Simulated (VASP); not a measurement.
The system is BeTe.

```
Be Te
1.0
     0.00000    2.82862    2.82862
     2.82862    0.00000    2.82862
     2.82862    2.82862    0.00000
Be Te
1 1
Cartesian
  0.0000 0.0000 0.0000
  1.4143 1.4143 1.4143
```

Base run:

| Item | Value |
| --- | --- |
| Program | VASP 6.6.1 |
| Functional | PBE0 |
| Potentials or basis | VASP PAW PBE potentials, release 64 (Be, Te) |
| Cutoff | 520 eV |
| k mesh | 6 × 6 × 6 |
| Occupations | gaussian, width 0.01 eV |
| Spin | no spin polarisation |

Its results: band gap on the k mesh 3.34 eV, indirect (least direct gap 5.17 eV); pressure -1.0 GPa.

Question: The run is repeated on the same cell with these changes: functional from PBE0 to r2SCAN. What comes out?

Answer: Band gap on the k mesh 2.37 eV, indirect (least direct gap 4.03 eV); pressure 0.2 GPa.

PBE0 gives the wider gap, since exact exchange removes part of the self-interaction.

Caveats: the PAW data sets were made with another functional, which shifts forces and pressure a little; spin-orbit coupling is left out, which moves the levels of the heavy elements.

A k mesh can miss the band edges.
